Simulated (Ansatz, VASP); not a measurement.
**One calculation of Pt, two programs**

INCAR

```
  ALGO = Normal
  EDIFF = 1E-6
  ENCUT = 500
  GGA_COMPAT = False
  ISIF = 2
  ISMEAR = 1
  LASPH = True
  LCHARG = False
  LREAL = False
  LWAVE = False
  NBANDS = 11
  NELM = 120
  PREC = Accurate
  SIGMA = 0.05
```

KPOINTS

```
k-points
0
Gamma
  13 13 13
```

POSCAR

```
Pt
1.0
    0.0000000000      1.9560000000      1.9560000000
    1.9560000000      0.0000000000      1.9560000000
    1.9560000000      1.9560000000      0.0000000000
Pt
1
Direct
    0.0000000000      0.0000000000      0.0000000000
```

Input for Ansatz:

```yaml
crystal:
  lattice:
    - [0.0, 1.956, 1.956]
    - [1.956, 0.0, 1.956]
    - [1.956, 1.956, 0.0]
  atoms:
    - { symbol: Pt, position: [0.0, 0.0, 0.0] }
hamiltonian:
  xc: lda
  pseudopotentials: { kind: paw }
basis:
  ecutwfc: 420
kpoints:
  mp_grid: { grid: [13, 13, 13] }
scf:
  occupations: { method: methfessel_paxton, width: 0.05 }
  lower_state_search: "off"
  max_iter: 80
output:
  forces: true
  stress: true
```

Alike in both runs: task single point; functional LDA; k mesh 13 × 13 × 13; occupations methfessel-paxton of order 1, width 0.05 eV; no spin polarisation.

```csv
,VASP,Ansatz
version,VASP 6.6.1,Ansatz 0.2.0
potentials or method,"VASP PAW LDA potentials, release 64 (Pt), cutoff 500 eV","PAW, plane waves, scalar-relativistic"
valence electrons in the cell,10,18
```

Ansatz gave:

* pressure (GPa): -4.3

Q: Which values does VASP return?

A: Pressure (GPa): -3.6.

LDA's correlation is that of Perdew and Zunger in VASP and of Perdew and Wang (1992) in Ansatz. VASP's potentials hold 10 valence electrons a cell and Ansatz's 18, so a difference there can come from the potentials and not from the codes.

Neither program's run includes spin-orbit coupling.
